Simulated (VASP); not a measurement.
V3Sn: single point with LDA

Crystal: V3Sn.

```
Sn V
1.0
     4.93100    0.00000    0.00000
     0.00000    4.93100    0.00000
     0.00000    0.00000    4.93100
Sn V
2 6
Direct
  0.00000 0.00000 0.00000
  0.50000 0.50000 0.50000
  0.25000 0.00000 0.50000
  0.50000 0.75000 0.00000
  0.75000 0.00000 0.50000
  0.50000 0.25000 0.00000
  0.00000 0.50000 0.75000
  0.00000 0.50000 0.25000
```

```
Program             : VASP 6.6.1
Task                : single point
Functional          : LDA
Potentials or basis : VASP PAW LDA potentials, release 64 (Sn_d, V_sv)
Cutoff              : 520 eV
k mesh              : 5 × 5 × 5
Occupations         : gaussian, width 0.1 eV
Spin                : collinear spin, antiferromagnetic start
Starting moments    : [0.0, 0.0, 2.0, -2.0, -2.0, 2.0, -2.0, 2.0] μB
```

```json
{
  "Pressure": "-7.8 GPa",
  "Band gap on the k mesh": "zero (filled and empty bands overlap)",
  "Net moment": "0.00 μB per cell",
  "Valence electrons inside the program's atomic spheres": "Sn 12.75; V 11.59"
}
```

Levels at points of the mesh, in eV from the Fermi level:
Spin up:
| k point | band 50 | band 51 | band 52 | band 53 | band 54 | band 55 | band 56 | band 57 |
| --- | --- | --- | --- | --- | --- | --- | --- | --- |
| (0.00, 0.00, 0.00) | -0.39 | -0.39 | -0.39 | -0.06 | -0.06 | 1.53 | 1.53 | 1.53 |
Spin down:
| k point | band 49 | band 50 | band 51 | band 52 | band 53 | band 54 | band 55 | band 56 | band 57 | band 58 |
| --- | --- | --- | --- | --- | --- | --- | --- | --- | --- | --- |
| (0.00, 0.00, 0.00) | -0.95 | -0.39 | -0.39 | -0.39 | -0.06 | -0.06 | 1.53 | 1.53 | 1.53 | 2.18 |

Run time: 5.9 min on 1 thread of Intel(R) Xeon(R) 6975P-C (Granite Rapids), on a shared host, peak memory 0.33 GiB.

Caveat: the cell stands under tension; the moments typed at the start vanished in this run; spin-orbit coupling is left out, which moves the levels of the heavy elements.
